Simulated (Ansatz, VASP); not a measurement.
**Two plane-wave programs on SiC**

File POSCAR:

```
SiC
1.0
    3.0760000000      0.0000000000      0.0000000000
   -1.5380000000      2.6638941420      0.0000000000
    0.0000000000      0.0000000000      5.0480000000
Si C
2 2
Direct
    0.6666666667      0.3333333333      0.5000000000
    0.3333333333      0.6666666667      0.0000000000
    0.6666666667      0.3333333333      0.8850000000
    0.3333333333      0.6666666667      0.3850000000
```

The input INCAR.step1:

```
ALGO     = Normal         # electronic algorithm
EDIFF    = 1E-5           # SCF threshold, eV
ENCUT    = 520            # plane-wave cutoff, eV
GGA      = PE             # functional
ISIF     = 2              # what is computed and relaxed
ISMEAR   = -1             # smearing method
LASPH    = T              # aspherical terms in the spheres
LCHARG   = F              # write CHGCAR
LREAL    = F              # projectors in reciprocal space
LWAVE    = T              # write WAVECAR
NBANDS   = 16             # bands
NELM     = 80             # most SCF steps
PREC     = Accurate       # precision mode
SIGMA    = 0.05           # smearing width, eV
```

Contents of INCAR.step2:

```
AEXX     = 0.25           # exact-exchange fraction
ALGO     = Normal         # electronic algorithm
EDIFF    = 1E-6           # SCF threshold, eV
ENCUT    = 520            # plane-wave cutoff, eV
GGA      = PE             # functional
HFSCREEN = 0.15           # screening, 1/A
ISIF     = 2              # what is computed and relaxed
ISMEAR   = -1             # smearing method
ISTART   = 1            
LASPH    = T              # aspherical terms in the spheres
LCHARG   = F              # write CHGCAR
LHFCALC  = T              # exact exchange
LREAL    = F              # projectors in reciprocal space
LWAVE    = F              # write WAVECAR
NBANDS   = 16             # bands
NELM     = 80             # most SCF steps
PREC     = Accurate       # precision mode
PRECFOCK = Normal       
SIGMA    = 0.05           # smearing width, eV
```

Contents of KPOINTS:

```
k-points
0
Gamma
  5 5 3
```

The input input.yaml:

```yaml
crystal:
  lattice:
    - [3.076, 0.0, 0.0]
    - [-1.538, 2.663894142, 0.0]
    - [0.0, 0.0, 5.048]
  atoms:
    - { symbol: Si, position: [0.6666666667, 0.3333333333, 0.5] }
    - { symbol: Si, position: [0.3333333333, 0.6666666667, 0.0] }
    - { symbol: C, position: [0.6666666667, 0.3333333333, 0.885] }
    - { symbol: C, position: [0.3333333333, 0.6666666667, 0.385] }
hamiltonian:
  xc:
    exchange: pbe
    correlation: pbe
    exx: { coeff: 0.25, omega: 0.15 }
  pseudopotentials: { kind: paw }
kpoints:
  mp_grid: { grid: [5, 5, 3] }
scf:
  occupations: { method: fermi_dirac, width: 0.05 }
output:
  forces: true
  stress: true
  eigenvalues: true
```

Alike in both runs: task single point; functional PBE-based screened hybrid; k mesh 5 × 5 × 3; occupations fermi-dirac, width 0.05 eV; no spin polarisation.

```csv
,VASP,Ansatz
version,VASP 6.6.1,Ansatz 0.2.0
potentials or method,"VASP PAW PBE potentials, release 64 (Si, C)",Ansatz PAW
plane-wave cutoff (eV),520,420
valence electrons in the cell,16,16
```

|  | VASP | Ansatz | Ansatz less VASP |
| --- | --- | --- | --- |
| gap on the k mesh at the Fermi level (eV) | 3.93 | 3.92 | -0.004 |
| least direct gap on the mesh (eV) | 5.48 | 5.47 | -0.008 |
| pressure (GPa) | -1.5 | -1.1 | +0.43 |
| traceless stress, the component that is largest in VASP (GPa) | -3.30 | -3.39 | -0.089 |
| rms of the force components (eV/Å) | 0.440 | 0.440 | -0.0001 |

VASP's potentials were made for PBE, not for PBE-based screened hybrid. Atom by atom the forces differ by 0.000 eV/Å (rms over components).

The k mesh is coarse, so the values compare programs but aren't converged. Noted on Ansatz's run: odd divisions of the mesh miss points on the zone boundary, where band edges often lie, so the gap on the mesh can be too wide.
